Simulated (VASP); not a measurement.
# FeO (I4/mmm) in VASP: notebook

The runs below take FeO through single point, with r2SCAN.

Program: VASP 6.6.1. These are calculated values, not measurements. Logs are shortened: lines on timing, memory, paths and dates and some standing lists are left out, and cuts for length are marked.

## Step 1: The cell of the first run

Symmetry: I4/mmm, No. 139, tetragonal system. The conventional cell has a = 3.204 Å, b = 3.204 Å, c = 4.167 Å, α = 90.00°, β = 90.00°, γ = 90.00°. Within 2.8 Å of Fe (site symmetry 4/mmm) lie 6 O at 2.08 to 2.27 Å. O (site symmetry 4/mmm) has 6 Fe at 2.08 to 2.27 Å within 2.8 Å.

## Step 2: Single point, r2SCAN, collinear spin, antiferromagnetic start

POSCAR

```
FeO
1.0
    2.6281660000     -1.6021040000      0.0000000000
    2.6281660000      1.6021040000      0.0000000000
   -1.3498300000      0.0000000000      5.0800590000
Fe O
2 2
Direct
    0.5000000000      0.5000000000      0.5000000000
    0.0000000000      0.0000000000      0.0000000000
    0.7500000000      0.7500000000      0.2500000000
    0.2500000000      0.2500000000      0.7500000000
```

INCAR.step1

```
SYSTEM = FeO
  ALGO = Normal
  EDIFF = 1E-4
  ENCUT = 520
  GGA = PE
  ISMEAR = 0
  ISPIN = 2
  LASPH = .True.
  LCHARG = .False.
  LMAXMIX = 4
  LREAL = .False.
  LWAVE = .True.
  MAGMOM = 3.5 -3.5 0 0
  NBANDS = 26
  NELM = 150
  PREC = Accurate
  SIGMA = 0.1
```

INCAR.step2

```
SYSTEM = FeO
  ALGO = Normal
  EDIFF = 1E-7
  ENCUT = 520
  ISIF = 2
  ISMEAR = 0
  ISPIN = 2
  ISTART = 1
  LASPH = .True.
  LCHARG = .False.
  LMAXMIX = 4
  LMIXTAU = .True.
  LORBIT = 11
  LREAL = .False.
  LWAVE = .False.
  MAGMOM = 3.5 -3.5 0 0
  METAGGA = R2SCAN
  NBANDS = 26
  NELM = 150
  PREC = Accurate
  SIGMA = 0.1
```

KPOINTS

```
k-points
0
Gamma
  8 8 5
  0 0 0
```

Potentials or basis: VASP PAW PBE potentials, release 64 (Fe, O).

Launch:

```bash
cat potpaw_PBE.64/Fe/POTCAR potpaw_PBE.64/O/POTCAR > POTCAR
cp INCAR.step1 INCAR
mpirun -np 1 vasp_std > vasp.out
cp INCAR.step2 INCAR
mpirun -np 1 vasp_std > vasp.out
```

OUTCAR:

```text
SYSTEM = FeO
   EDIFF = 1E-7
   ENCUT = 520
   ISIF = 2
   ISMEAR = 0
   ISPIN = 2
   ISTART = 1
   LASPH = .True.
   LORBIT = 11
   LREAL = .False.
   METAGGA = R2SCAN
   NELM = 150
   PREC = Accurate

 ion  position               nearest neighbor table
   1  0.500  0.500  0.500-   3 2.08   4 2.08   4 2.27   4 2.27   3 2.27   3 2.27   2 3.08   2 3.08
                             2 3.08   2 3.08
   2  0.000  0.000  0.000-   3 2.08   4 2.08   3 2.27   3 2.27   4 2.27   4 2.27   1 3.08   1 3.08
                             1 3.08   1 3.08
   3  0.750  0.750  0.250-   1 2.08   2 2.08   1 2.27   1 2.27   2 2.27   2 2.27
   4  0.250  0.250  0.750-   1 2.08   2 2.08   2 2.27   2 2.27   1 2.27   1 2.27

  LATTYP: Found a base centered monoclinic cell.
 ALAT       =     5.2563320000
 B/A-ratio  =     0.6095901096
 C/A-ratio  =     1.0000002602
 COS(beta)  =    -0.2568006832

  Lattice vectors:

 A1 = (   2.6281660000,  -1.6021040000,   0.0000000000)
 A2 = (   2.6281660000,   1.6021040000,   0.0000000000)
 A3 = (  -1.3498300000,   0.0000000000,   5.0800590000)

Analysis of symmetry for initial positions (statically):
=====================================================================
 Subroutine PRICEL returns following result:

  LATTYP: Found a body centered tetragonal cell.
 ALAT       =     3.2042065055
 C/A-ratio  =     1.3004107566

  Lattice vectors:

 A1 = (  -0.6749150000,   1.6021040000,   2.5400295000)
 A2 = (  -2.6281660000,  -1.6021040000,   0.0000000000)
 A3 = (   2.6281660000,  -1.6021040000,   0.0000000000)

   2 primitive cells build up your supercell.

 Routine SETGRP: Setting up the symmetry group for a
 base centered monoclinic supercell.

 Subroutine GETGRP returns: Found  4 space group operations
 (whereof  4 operations were pure point group operations)
 out of a pool of  4 trial point group operations.

The static configuration has the point symmetry C_2h.

Analysis of symmetry for dynamics (positions and initial velocities):
=====================================================================
 Subroutine PRICEL returns following result:

  LATTYP: Found a body centered tetragonal cell.
 ALAT       =     3.2042065055
 C/A-ratio  =     1.3004107566

  Lattice vectors:

 A1 = (  -0.6749150000,   1.6021040000,   2.5400295000)
 A2 = (  -2.6281660000,  -1.6021040000,   0.0000000000)
 A3 = (   2.6281660000,  -1.6021040000,   0.0000000000)

   2 primitive cells build up your supercell.

 Routine SETGRP: Setting up the symmetry group for a
 base centered monoclinic supercell.

 Subroutine GETGRP returns: Found  4 space group operations
 (whereof  4 operations were pure point group operations)
 out of a pool of  4 trial point group operations.

The dynamic configuration has the point symmetry C_2h.

Analysis of structural, dynamic, and magnetic symmetry:
=====================================================================
 Subroutine PRICEL returns following result:

  LATTYP: Found a body centered tetragonal cell.
 ALAT       =     3.2042065055
 C/A-ratio  =     1.3004107566

  Lattice vectors:

 A1 = (  -0.6749150000,   1.6021040000,   2.5400295000)
 A2 = (  -2.6281660000,  -1.6021040000,   0.0000000000)
 A3 = (   2.6281660000,  -1.6021040000,   0.0000000000)

   2 primitive cells build up your supercell.

 Routine SETGRP: Setting up the symmetry group for a
 base centered monoclinic supercell.

 Subroutine GETGRP returns: Found  4 space group operations
 (whereof  4 operations were pure point group operations)
 out of a pool of  4 trial point group operations.

The overall configuration has the point symmetry C_2h.

 Subroutine INISYM returns: Found  4 space group operations
 (whereof  4 operations are pure point group operations),
 and found     2 'primitive' translations

----------------------------------------------------------------------------------------

                                     Primitive cell

  volume of cell :      21.3901

  direct lattice vectors                    reciprocal lattice vectors
    -0.674915000  1.602104000  2.540029500    -0.000000000  0.000000000  0.393696215
    -2.628166000 -1.602104000  0.000000000    -0.190246735 -0.312089602  0.146297366
     2.628166000 -1.602104000  0.000000000     0.190246735 -0.312089602  0.247398849

  length of vectors
     3.077985923  3.077985340  3.077985340     0.393696215  0.393696151  0.441361451

  position of ions in fractional coordinates (direct lattice)
     1.000000000  1.000000000  0.000000000
     0.500000000  0.500000000  1.000000000

  ion indices of the primitive-cell ions
   primitive index   ion index
                 1           1
                 2           3

----------------------------------------------------------------------------------------

 KPOINTS: k-points

Automatic generation of k-mesh.
 Grid dimensions read from file:
 generate k-points for:    8    8    5

 Generating k-lattice:

[... 80 lines left out ...]
  volume of cell :       42.78
 maximum number of plane-waves:      1164
   NGX = 11   NGY = 11   NGZ = 19

 number of electron      27.9999996 magnetization      -0.0000000

 number of electron      27.9999996 magnetization       0.0000000

 Free energy of the ion-electron system (eV)
  ---------------------------------------------------
  ext. energy  EPLUGINS =         0.00000000
  ---------------------------------------------------
  free energy    TOTEN  =       -45.40429199 eV

  energy without entropy =      -45.40394114  energy(sigma->0) =      -45.40411656

 E-fermi :   5.8055     XC(G=0): -12.3310

 val. band max:        5.6493866873   @ k =  -0.2500   0.2500   0.4000
 cond. band min:       5.9494995582   @ k =   0.5000   0.0000  -0.0000
 fundamental gap:      0.3001128709
 Fermi energy:         5.8055191922

 spin component 1

 k-point     1 :       0.0000    0.0000    0.0000
  band No.  band energies     occupation
      1     -15.7690      1.00000
      2     -14.7819      1.00000
      3      -2.7322      1.00000
      4      -0.9089      1.00000
      5      -0.4781      1.00000
      6       1.1028      1.00000
[... 18 lines left out ...]
     25      22.9869      0.00000
     26      23.0114      0.00000

 k-point     2 :       0.1250    0.0000   -0.0000
  band No.  band energies     occupation
      1     -15.6589      1.00000
      2     -14.7660      1.00000
      3      -2.5180      1.00000
      4      -0.9141      1.00000
      5      -0.5284      1.00000
      6       0.5115      1.00000
[... 18 lines left out ...]
     25      22.2452      0.00000
[... 608 lines left out ...]
     25      20.9692      0.00000
     26      21.7393      0.00000

 k-point    24 :       0.2500    0.0000    0.2000
  band No.  band energies     occupation
      1     -15.3049      1.00000
      2     -14.8101      1.00000
      3      -2.0647      1.00000
      4      -1.0180      1.00000
      5      -0.7710      1.00000
      6      -0.5791      1.00000
[... 18 lines left out ...]
     25      20.3679      0.00000
     26      20.8577      0.00000

 [... further k-points ...]

 spin component 2

 k-point     1 :       0.0000    0.0000    0.0000
  band No.  band energies     occupation
      1     -15.7690      1.00000
      2     -14.7819      1.00000
      3      -2.7322      1.00000
      4      -0.9089      1.00000
      5      -0.4781      1.00000
      6       1.1028      1.00000
[... 18 lines left out ...]
     25      22.9869      0.00000
     26      23.0114      0.00000

 k-point     2 :       0.1250    0.0000   -0.0000
  band No.  band energies     occupation
      1     -15.6589      1.00000
      2     -14.7660      1.00000
      3      -2.5180      1.00000
      4      -0.9141      1.00000
      5      -0.5284      1.00000
      6       0.5115      1.00000
[... 18 lines left out ...]
     25      22.2452      0.00000
[... 608 lines left out ...]
     25      20.9692      0.00000
     26      21.7393      0.00000

 k-point    24 :       0.2500    0.0000    0.2000
  band No.  band energies     occupation
      1     -15.3049      1.00000
      2     -14.8101      1.00000
      3      -2.0647      1.00000
      4      -1.0180      1.00000
      5      -0.7710      1.00000
      6      -0.5791      1.00000
[... 18 lines left out ...]
     25      20.3679      0.00000
     26      20.8577      0.00000

 [... further k-points ...]
[... 5 lines left out ...]
  --------------------------------------------------------------------------------------
  -------------------------------------------------------------------------------------
  Total       -3.8403540     -2.7647801     -1.9268300      0.0000000      0.0000000      0.0806644
  in kB     -143.8267250   -103.5449528    -72.1625277      0.0000000      0.0000000      3.0209976
  external PRESSURE =    -106.5114018 kB  Pullay stress =       0.0000000 kB

 VOLUME and BASIS-vectors are now :
 -----------------------------------------------------------------------------
  energy-cutoff  :      520.00
  volume of cell :       42.78
      direct lattice vectors                 reciprocal lattice vectors
     2.628166000 -1.602104000  0.000000000     0.190246735 -0.312089602  0.050550742
     2.628166000  1.602104000  0.000000000     0.190246735  0.312089602  0.050550742
    -1.349830000  0.000000000  5.080059000     0.000000000  0.000000000  0.196848107

 POSITION                                       TOTAL-FORCE (eV/Angst)
 -----------------------------------------------------------------------------------
      1.95325      0.00000      2.54003         0.000000     -0.000000     -0.000000
      0.00000      0.00000      0.00000         0.000000      0.000000      0.000000
      3.60479      0.00000      1.27001        -0.000000     -0.000000      0.000000
      0.30171      0.00000      3.81004         0.000000     -0.000000      0.000000
 -----------------------------------------------------------------------------------
    total drift:                                0.000000     -0.000000     -0.000000

  FREE ENERGIE OF THE ION-ELECTRON SYSTEM (eV)
  ---------------------------------------------------
  free  energy   TOTEN  =       -45.4042919909 eV

  energy  without entropy=      -45.4039411375  energy(sigma->0) =      -45.40411656

 total charge

# of ion       s       p       d       tot
------------------------------------------
    1        0.265   0.325   6.068   6.658
    2        0.265   0.325   6.068   6.658
    3        1.560   3.450   0.000   5.010
    4        1.560   3.450   0.000   5.010
--------------------------------------------------
tot          3.650   7.549  12.137  23.336

 magnetization (x)

# of ion       s       p       d       tot
------------------------------------------
    1        0.017   0.007   3.541   3.565
    2       -0.017  -0.007  -3.541  -3.565
    3        0.000   0.000   0.000   0.000
    4        0.000   0.000   0.000   0.000
--------------------------------------------------
tot          0.000   0.000   0.000   0.000
```

It took 6.8 min on 1 thread of Intel Xeon 6975P-C (Granite Rapids), shared host; peak memory 0.28 GiB.

Results:

* Free energy: -45.4043 eV
* Pressure: -10.7 GPa
* Band gap on the k mesh: 0.30 eV
* Net moment: 0.00 μB per cell
* Site moments: Fe +3.56, -3.56; O +0.00 μB
* Valence electrons inside the program's atomic spheres: Fe 6.66; O 5.01

Caveat: the PAW data sets were made with another functional, which shifts forces and pressure a little. A k mesh can miss the band edges.

## Step 3: Single point, r2SCAN, collinear spin, antiferromagnetic start

This run uses another cell than the first one, of 9.63 Å³/atom, 0.900 times its volume.

POSCAR

```
FeO
1.0
    2.5374663740     -1.5468144050      0.0000000000
    2.5374663740      1.5468144050      0.0000000000
   -1.3032465360      0.0000000000      4.9047430377
Fe O
2 2
Direct
    0.5000000000      0.5000000000      0.5000000000
    0.0000000000      0.0000000000      0.0000000000
    0.7500000000      0.7500000000      0.2500000000
    0.2500000000      0.2500000000      0.7500000000
```

INCAR.step1

```
SYSTEM = FeO
PREC = Accurate
ENCUT = 520
ISMEAR = 0
SIGMA = 0.1
LREAL = .False.
LASPH = .True.
NELM = 150
ISPIN = 2
MAGMOM = 3.5 -3.5 0 0
LMAXMIX = 4
NBANDS = 26
GGA = PE
ALGO = Normal
EDIFF = 1E-4
LWAVE = .True.
LCHARG = .False.
```

INCAR.step2

```
SYSTEM = FeO
PREC = Accurate
ENCUT = 520
EDIFF = 1E-6
ISMEAR = 0
SIGMA = 0.1
LREAL = .False.
LASPH = .True.
NELM = 150
ALGO = Normal
ISIF = 2
LWAVE = .False.
LCHARG = .True.
ISPIN = 2
MAGMOM = 3.5 -3.5 0 0
LORBIT = 11
LMAXMIX = 4
METAGGA = R2SCAN
LMIXTAU = .True.
LELF = .True.
LVHAR = .True.
NBANDS = 26
ISTART = 1
```

KPOINTS

```
regular mesh
0
Gamma
  8 8 5
  0 0 0
```

Potentials or basis: VASP PAW PBE potentials, release 64 (Fe, O).

Launch:

```bash
cat potpaw_PBE.64/Fe/POTCAR potpaw_PBE.64/O/POTCAR > POTCAR
cp INCAR.step1 INCAR
mpirun -np 1 vasp_std > vasp.out
cp INCAR.step2 INCAR
mpirun -np 1 vasp_std > vasp.out
```

Wall time 21 min (1 thread of Oxide Virtual Turin-like, shared host); peak memory 0.25 GiB.

The run converged. Its results:

```yaml
Free_energy: -45.4657 eV
Pressure: 7.4 GPa
Band_gap_on_the_k_mesh: 0.21 eV
Net_moment: 0.00 μB per cell
Site_moments: Fe +3.52, -3.52; O +0.00 μB
Valence_electrons_inside_the_program's_atomic_spheres: Fe 6.83; O 5.06
```

Stress tensor (GPa, compression positive):
```
 6.06  0.00 -5.77
 0.00  2.38  0.00
-5.77  0.00 13.91
```

Levels at points of the mesh, in eV from the valence-band top:
Spin up:
```csv
k point,band 11,band 12,band 13,band 14,band 15,band 16,band 17,band 18
"(0.00, 0.00, 0.00)",-3.27,-2.79,-2.72,-0.50,0.31,0.69,0.94,2.62
"(0.50, 0.00, 0.00)",-2.86,-2.20,-1.80,-0.49,0.31,1.39,2.33,2.63
"(0.50, 0.50, 0.00)",-3.02,-2.48,-2.06,-0.68,1.23,1.40,2.80,2.81
```
Spin down:
```
           k point  band 12  band 13  band 14  band 15  band 16  band 17
(0.00, 0.00, 0.00)    -2.79    -2.72    -0.50     0.31     0.69     0.94
(0.50, 0.00, 0.00)    -2.20    -1.80    -0.49     0.31     1.39     2.33
(0.50, 0.50, 0.00)    -2.48    -2.06    -0.68     1.23     1.40     2.80
```

Caveat: the PAW data sets were made with another functional, which shifts forces and pressure a little. A k mesh can miss the band edges.

## Step 4: Single point, r2SCAN, collinear spin, antiferromagnetic start

This run uses another cell than the first one, of 9.89 Å³/atom, 0.925 times its volume.

POSCAR

```
FeO
1.0
    2.5607471824     -1.5610061556      0.0000000000
    2.5607471824      1.5610061556      0.0000000000
   -1.3152035942      0.0000000000      4.9497431939
Fe O
2 2
Direct
    0.5000000000      0.5000000000      0.5000000000
    0.0000000000      0.0000000000      0.0000000000
    0.7500000000      0.7500000000      0.2500000000
    0.2500000000      0.2500000000      0.7500000000
```

INCAR.step1

```
  PREC = Accurate
  ENCUT = 520
  ISMEAR = 0
  SIGMA = 0.1
  LREAL = False
  LASPH = True
  NELM = 150
  ISPIN = 2
  MAGMOM = 3.5 -3.5 0 0
  LMAXMIX = 4
  NBANDS = 26
  GGA = PE
  ALGO = Normal
  EDIFF = 1E-4
  LWAVE = True
  LCHARG = False
```

INCAR.step2

```
  PREC = Accurate
  ENCUT = 520
  EDIFF = 1E-7
  ISMEAR = 0
  SIGMA = 0.1
  LREAL = False
  LASPH = True
  NELM = 150
  ALGO = Normal
  ISIF = 2
  LWAVE = False
  LCHARG = False
  ISPIN = 2
  MAGMOM = 3.5 -3.5 0 0
  LORBIT = 11
  LMAXMIX = 4
  METAGGA = R2SCAN
  LMIXTAU = True
  NBANDS = 26
  ISTART = 1
```

KPOINTS

```
Automatic mesh
0
Gamma
  8 8 5
```

Launch:

```bash
cat potpaw_PBE.64/Fe/POTCAR potpaw_PBE.64/O/POTCAR > POTCAR
cp INCAR.step1 INCAR
mpirun -np 1 vasp_std > vasp.out
cp INCAR.step2 INCAR
mpirun -np 1 vasp_std > vasp.out
```

It took 22 min on 1 thread of Oxide Virtual Turin-like, shared host; peak memory 0.25 GiB.

Results (log left out):

| Property | Result |
| --- | --- |
| Free energy | -45.4977 eV |
| Pressure | 1.9 GPa |
| Band gap on the k mesh | 0.27 eV |
| Net moment | 0.00 μB per cell |
| Site moments | Fe +3.53, -3.53; O +0.00 μB |
| Valence electrons inside the program's atomic spheres | Fe 6.78; O 5.05 |

Stress tensor (GPa, compression positive):
```
-0.27  0.00 -4.06
 0.00 -1.65  0.00
-4.06  0.00  7.53
```

Levels at points of the mesh, in eV from the valence-band top:
Spin up:
```csv
k point,band 10,band 11,band 12,band 13,band 14,band 15,band 16,band 17,band 18,band 19
"(0.00, 0.00, 0.00)",-4.08,-3.21,-2.76,-2.67,-0.48,0.37,0.70,0.82,2.53,2.65
"(0.50, 0.00, 0.00)",-3.57,-2.82,-2.22,-1.83,-0.41,0.31,1.39,2.29,2.63,6.66
"(0.50, 0.50, 0.00)",-3.77,-3.01,-2.47,-2.11,-0.67,1.25,1.41,2.71,2.83,4.66
```
Spin down:
| k point | band 10 | band 11 | band 12 | band 13 | band 14 | band 15 | band 16 | band 17 | band 18 | band 19 |
| --- | --- | --- | --- | --- | --- | --- | --- | --- | --- | --- |
| (0.00, 0.00, 0.00) | -4.08 | -3.21 | -2.76 | -2.67 | -0.48 | 0.37 | 0.70 | 0.82 | 2.53 | 2.65 |
| (0.50, 0.00, 0.00) | -3.57 | -2.82 | -2.22 | -1.83 | -0.41 | 0.31 | 1.39 | 2.29 | 2.63 | 6.66 |
| (0.50, 0.50, 0.00) | -3.77 | -3.01 | -2.47 | -2.11 | -0.67 | 1.25 | 1.41 | 2.71 | 2.83 | 4.66 |

Caveat: the PAW data sets were made with another functional, which shifts forces and pressure a little.

## Step 5: The runs side by side

| cell | gap on the mesh (eV) | pressure (GPa) | moment (μB) |
| --- | --- | --- | --- |
| a = 3.078, b = 3.078, c = 5.256 Å, angles 102.7, 102.7, 62.7°, 4 atoms | 0.30 | -10.7 | 0.00 |
| a = 2.972, b = 2.972, c = 5.075 Å, angles 102.7, 102.7, 62.7°, 4 atoms | 0.21 | 7.4 | 0.00 |
| a = 2.999, b = 2.999, c = 5.121 Å, angles 102.7, 102.7, 62.7°, 4 atoms | 0.27 | 1.9 | 0.00 |

Alike in all rows: task single point; level r2SCAN; potentials or basis VASP PAW PBE potentials, release 64 (Fe, O); spin collinear, antiferromagnetic start; k mesh 8 × 8 × 5; cutoff (eV) 520; smearing gaussian 0.1 eV.

Caveats: the PAW data sets were made with another functional, which shifts forces and pressure a little.

Total energies depend on the potentials used, so only differences within one code and one set of settings carry meaning.
